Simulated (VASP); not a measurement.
Crystal: Au.

```
Au
1.0
     0.00000    2.03500    2.03500
     2.03500    0.00000    2.03500
     2.03500    2.03500    0.00000
Au
1
Direct
  0.00000 0.00000 0.00000
```

| Property | Result |
| --- | --- |
| Program | VASP 6.6.1 |
| Task | relaxation of cell and atoms |
| Functional | PBE |
| Potentials or basis | VASP PAW PBE potentials, release 64 (Au) |
| Cutoff | 500 eV |
| k mesh | 11 × 11 × 11 |
| Occupations | fermi-dirac, width 0.1 eV |
| Spin | no spin polarisation |

At the start: pressure 10.4 GPa; volume 16.85 Å³/atom.

Problem. How do energy, volume and symmetry change on relaxing?

Solution. Over 4 steps the energy falls by 32.5 meV/atom and the volume is 17.94 Å³/atom (+6.4 %); space group Fm-3m (No. 225, to 0.1 Å) before and after.

Step by step:
```csv
step,energy change (eV),largest force (eV/Å),pressure (GPa),volume (Å³)
1,0.0000,0.0000,10.40,16.85
2,0.0261,0.0000,-9.73,19.67
3,-0.0325,0.0000,-0.20,17.96
4,-0.0325,0.0000,-0.03,17.94
```

Final structure:
```
Au
1.0
     0.00000    2.07768    2.07768
     2.07768    0.00000    2.07768
     2.07768    2.07768    0.00000
Au
1
Direct
  0.00000 0.00000 0.00000
```
